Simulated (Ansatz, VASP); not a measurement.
**CdS: VASP beside Ansatz**

```xyz
4
Lattice="4.1969 0.0000 0.0000 -2.0984 3.6346 0.0000 0.0000 0.0000 6.8297" Properties=species:S:1:pos:R:3 pbc="T T T"
Cd    0.0000    2.4231    0.0015
Cd    2.0984    1.2115    3.4163
S     0.0000    2.4231    2.5733
S     2.0984    1.2115    5.9881
```

Alike in both runs: functional PBE; k mesh 9 × 9 × 4; occupations gaussian, width 0.02 eV; no spin polarisation.

Ansatz relaxed the structure, and its values are those at the end. VASP's run is a single point on that final structure, the one shown.

|  | VASP | Ansatz |
| --- | --- | --- |
| version | VASP 6.6.1 | Ansatz 0.2.0 |
| potentials or method | VASP PAW PBE potentials, release 64 (Cd, S), cutoff 500 eV | scalar-relativistic, plane waves, PAW |
| valence electrons in the cell | 36 | 52 |

VASP gave:

* gap on the k mesh at the Fermi level (eV): 1.11
* least direct gap on the mesh (eV): 1.11
* pressure (GPa): 0.3

Q: Which values does Ansatz return?

A: gap on the k mesh at the Fermi level (eV): 1.11; least direct gap on the mesh (eV): 1.11; pressure (GPa): 0.0.

With one functional, cell and mesh, what is left measures potentials, basis and numerics. VASP's potentials hold 36 valence electrons a cell and Ansatz's 52, so a difference there can come from the potentials and not from the codes.
